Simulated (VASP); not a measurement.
# Ir (I4/mmm) in VASP: a series of runs, part 4 of 4

VASP 6.6.1. Earlier steps stand in the parts before.

## Step 5: Single point, LDA

This run uses another cell than the first one, of the same volume but with other edges.

INCAR reads:

```
SYSTEM = Ir
  PREC = Accurate
  ENCUT = 520
  EDIFF = 1E-6
  ISMEAR = 0
  SIGMA = 0.15
  LREAL = .FALSE.
  LASPH = .TRUE.
  NELM = 60
  ALGO = Normal
  ISIF = 2
  LWAVE = .FALSE.
  LCHARG = .FALSE.
  GGA = CA
  NBANDS = 10
```

KPOINTS reads:

```
Automatic mesh
0
G
  8 8 8
  0 0 0
```

POSCAR reads:

```
Ir
1.0
    0.0000000000      1.6770124182      2.5155186272
    1.6770124182      0.0000000000      2.5155186272
    1.6770124182      1.6770124182      0.0000000000
Ir
1
Direct
    0.0000000000      0.0000000000      0.0000000000
```

Run with:

```console
$ cat potpaw_LDA.64/Ir/POTCAR > POTCAR
$ mpirun -np 1 vasp_std > vasp.out
```

Wall time 4.3 s (1 thread of AMD EPYC 9R45 (Zen 5), shared host); peak memory 0.1 GiB.

Results (log left out):

```
Free energy : -8.8715 eV
Pressure    : 39.9 GPa
```

Stress tensor (GPa, compression positive):
```
 75.72   0.00   0.00
  0.00  75.72   0.00
  0.00   0.00 -31.66
```

Levels at points of the mesh, in eV from the Fermi level:
| k point | band 2 | band 3 | band 4 | band 5 | band 6 | band 7 |
| --- | --- | --- | --- | --- | --- | --- |
| (0.00, 0.00, 0.00) | -7.42 | -5.30 | -0.90 | -0.90 | 2.11 | 13.17 |
| (0.50, 0.00, 0.00) | -6.28 | -1.82 | -0.06 | 0.44 | 0.92 | 9.46 |
| (0.50, 0.50, 0.00) | -8.09 | -2.20 | 1.26 | 1.26 | 2.36 | 4.09 |
| (0.50, 0.00, 0.50) | -6.36 | -2.10 | -0.18 | 5.12 | 5.36 | 9.52 |

Caveat: the k points lie up to 0.37 Å⁻¹ apart; spin-orbit coupling is left out, which moves the levels of the heavy elements.

## Step 6: Single point, LDA

This run uses another cell than the first one, of the same volume but with other edges.

INCAR reads:

```
SYSTEM = Ir
ALGO = Normal ; EDIFF = 1E-6
ENCUT = 500 ; GGA_COMPAT = .FALSE.
ISIF = 2 ; ISMEAR = 0
LASPH = .TRUE. ; LCHARG = .FALSE.
LREAL = .FALSE. ; LWAVE = .FALSE.
NBANDS = 14 ; NELM = 120
PREC = Accurate ; SIGMA = 0.15
```

KPOINTS reads:

```
k-points
0
G
  8 8 8
  0 0 0
```

POSCAR reads:

```
Ir
1.0
    0.0000000000      1.8596696490      2.0456366139
    1.8596696490      0.0000000000      2.0456366139
    1.8596696490      1.8596696490      0.0000000000
Ir
1
Direct
    0.0000000000      0.0000000000      0.0000000000
```

Potentials or basis: VASP PAW LDA potentials, release 64 (Ir_sv_GW).

Run with:

```console
$ cat potpaw_LDA.64/Ir_sv_GW/POTCAR > POTCAR
$ mpirun -np 1 vasp_std > vasp.out
```

OUTCAR:

```text
SYSTEM = Ir
   EDIFF = 1E-6
   ENCUT = 500
   ISIF = 2
   ISMEAR = 0
   LASPH = .TRUE.
   LREAL = .FALSE.
   NELM = 120
   PREC = Accurate

 ion  position               nearest neighbor table
   1  0.000  0.000  0.000-

  LATTYP: Found a body centered tetragonal cell.
 ALAT       =     2.6299700391
 C/A-ratio  =     1.5556349186

  Lattice vectors:

 A1 = (  -1.8596696490,   0.0000000000,   2.0456366139)
 A2 = (   1.8596696490,   0.0000000000,   2.0456366139)
 A3 = (   0.0000000000,   1.8596696490,  -2.0456366139)

Analysis of symmetry for initial positions (statically):
=====================================================================
 Subroutine PRICEL returns:
 Original cell was already a primitive cell.

 Routine SETGRP: Setting up the symmetry group for a
 body centered tetragonal supercell.

 Subroutine GETGRP returns: Found 16 space group operations
 (whereof 16 operations were pure point group operations)
 out of a pool of 16 trial point group operations.

The static configuration has the point symmetry D_4h.

Analysis of symmetry for dynamics (positions and initial velocities):
=====================================================================
[... 170 lines left out ...]
      6       7.9077      2.00000
      7       9.2654      2.00000
      8       9.2654      2.00000
      9      10.5469      2.00000
     10      12.2996      1.99966
     11      26.4516      0.00000
     12      29.9821      0.00000
     13      32.7738      0.00000
     14      32.7738      0.00000
[... 377 lines left out ...]
      1     -79.7706      2.00000
      2     -37.1442      2.00000
      3     -36.6996      2.00000
      4     -36.6122      2.00000
      5       5.0414      2.00000
      6       8.2213      2.00000
      7       8.6725      2.00000
      8       9.5086      2.00000
      9      12.7881      0.30616
     10      13.1439      0.00001
     11      24.1157      0.00000
     12      28.3535      0.00000
     13      31.7943      0.00000
     14      33.9357      0.00000

 [... further k-points ...]

------------------------ aborting loop because EDIFF is reached ----------------------------------------

  FORCE on cell =-STRESS in cart. coord.  units (eV):
  Direction    XX          YY          ZZ          XY          YZ          ZX
  --------------------------------------------------------------------------------------
  -------------------------------------------------------------------------------------
  Total        0.4065588      0.4065588     -2.5767982      0.0000000      0.0000000      0.0000000
  in kB       46.0366622     46.0366622   -291.7836192      0.0000000      0.0000000      0.0000000
  external PRESSURE =     -66.5700983 kB  Pullay stress =       0.0000000 kB

 VOLUME and BASIS-vectors are now :
 -----------------------------------------------------------------------------
  energy-cutoff  :      500.00
  volume of cell :       14.15
      direct lattice vectors                 reciprocal lattice vectors
     0.000000000  1.859669649  2.045636614    -0.268864957  0.268864957  0.244422688
     1.859669649  0.000000000  2.045636614     0.268864957 -0.268864957  0.244422688
     1.859669649  1.859669649  0.000000000     0.268864957  0.268864957 -0.244422688

 POSITION                                       TOTAL-FORCE (eV/Angst)
 -----------------------------------------------------------------------------------
      0.00000      0.00000      0.00000         0.000000     -0.000000      0.000000
 -----------------------------------------------------------------------------------
    total drift:                                0.000000      0.000000      0.000000

  FREE ENERGIE OF THE ION-ELECTRON SYSTEM (eV)
  ---------------------------------------------------
  free  energy   TOTEN  =       -10.7316204995 eV

  energy  without entropy=      -10.7124464978  energy(sigma->0) =      -10.72203350
```

stdout:

```text
POSCAR found type information on POSCAR Ir
 POSCAR found :  1 types and       1 ions
 scaLAPACK will be used
 LDA part: xc-table for (Slater(with rela. corr.)+CA(PZ))
 , standard interpolation
 POSCAR, INCAR and KPOINTS ok, starting setup
 FFT: planning ... GRIDC
 FFT: planning ... GRID_SOFT
 FFT: planning ... GRID
 WAVECAR not read
 entering main loop
```

Wall time 7.3 s (1 thread of Intel Xeon Platinum 8375C at 2.90GHz (Ice Lake), shared host); peak memory 0.13 GiB.

Results:

```yaml
Free_energy: -10.7316 eV
Pressure: -6.7 GPa
```

Levels at points of the mesh, in eV from the Fermi level:
```
           k point  band 4  band 5  band 6  band 7  band 8  band 9  band 10  band 11  band 12  band 13
(0.00, 0.00, 0.00)  -49.17  -11.10   -4.77   -3.41   -3.41   -2.13    -0.38    13.77    17.30    20.09
(0.50, 0.00, 0.00)  -49.23   -8.11   -4.64   -3.34   -0.70    0.59     1.16     7.37    13.11    18.60
(0.50, 0.50, 0.00)  -49.39   -8.02   -7.36    0.47    1.04    1.37     1.37     8.83    12.63    12.63
(0.50, 0.00, 0.50)  -49.48   -7.89   -7.32    0.69    0.77    2.15     2.41    10.49    11.49    11.51
```

Caveat: spin-orbit coupling is left out, which moves the levels of the heavy elements.

## Step 7: Overview

| potentials or basis | cell | cutoff (eV) | second run | gap on the mesh (eV) | pressure (GPa) |
| --- | --- | --- | --- | --- | --- |
| VASP PAW LDA potentials, release 64 (Ir) | a = 2.682, b = 2.682, c = 2.791 Å, angles 58.6, 58.6, 62.7°, 1 atom | 520 | - | none | -3.2 |
| VASP PAW LDA potentials, release 64 (Ir) | a = 2.765, b = 2.765, c = 2.630 Å, angles 61.6, 61.6, 56.8°, 1 atom | 520 | - | none | -2.5 |
| VASP PAW LDA potentials, release 64 (Ir) | a = 2.643, b = 2.643, c = 3.134 Å, angles 53.6, 53.6, 72.7°, 1 atom | 520 | - | none | 5.2 |
| VASP PAW LDA potentials, release 64 (Ir) | a = 3.023, b = 3.023, c = 2.372 Å, angles 66.9, 66.9, 46.2°, 1 atom | 520 | - | none | 39.9 |
| VASP PAW LDA potentials, release 64 (Ir_sv_GW) | a = 2.765, b = 2.765, c = 2.630 Å, angles 61.6, 61.6, 56.8°, 1 atom | 500 | valence_matched | none | -6.7 |

Alike in all rows: task single point; level LDA; no spin polarisation; k mesh 8 × 8 × 8; smearing gaussian 0.15 eV.

Caveats: some runs use coarse meshes; spin-orbit coupling is left out, which moves the levels of the heavy elements.

Absolute energies hang on the potentials; compare differences alone.
